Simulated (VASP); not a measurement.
Write the native input for VASP 6.6.1 that does the following.

```
Task                   : single point
Functional             : PBE
Potentials or basis    : VASP PAW PBE potentials, release 64 (Pd, Cl)
Cutoff                 : 520 eV
k mesh                 : 10 × 10 × 1
Occupations            : gaussian, width 0.1 eV
Spin                   : no spin polarisation
Dipole correction      : yes
Further INCAR settings : ALGO = Normal; EDIFF = 1e-07; NBANDS = 26
```

The structure of Pd3Cl lies in POSCAR:

```
Pd3Cl
1.0
    2.7875943942      0.0000000000      0.0000000000
    0.0000000000      2.7875943942      0.0000000000
    0.0000000000      0.0000000000     19.3873314569
Pd Cl
3 1
Direct
    0.5000000000      0.5000000000      0.2063202978
    0.0000000000      0.0000000000      0.3065748042
    0.5000000000      0.5000000000      0.4068291438
    0.6666666667      1.0000000000      0.5080292819
```

One way to write it, as run:

INCAR

```
SYSTEM = Pd3Cl
PREC = Accurate ; ENCUT = 520
EDIFF = 1E-7 ; ISMEAR = 0
SIGMA = 0.1 ; LREAL = .False.
LASPH = .True. ; NELM = 60
ALGO = Normal ; ISIF = 2
LWAVE = .False. ; LCHARG = .True.
LDIPOL = .True. ; IDIPOL = 3
DIPOL = 0.5 0.5 0.357 ; GGA = PE
LELF = .True. ; LVHAR = .True.
LVACPOTAV = .True. ; NBANDS = 26
```

KPOINTS

```
regular mesh
0
Gamma
  10 10 1
  0 0 0
```

Potentials or basis: VASP PAW PBE potentials, release 64 (Pd, Cl).

Command:

```sh
$ cat potpaw_PBE.64/Pd/POTCAR potpaw_PBE.64/Cl/POTCAR > POTCAR
$ mpirun -np 1 vasp_std > vasp.out
```

Results of the run:

The largest force is 0.290 eV/Å and the band gap on the k mesh is zero (an odd number of electrons rules out a gap without spin polarisation).

It took 2.6 min on 1 thread of AMD EPYC 9R45 96-Core Processor (Zen 5), with other jobs on the host, peak memory 0.31 GiB.
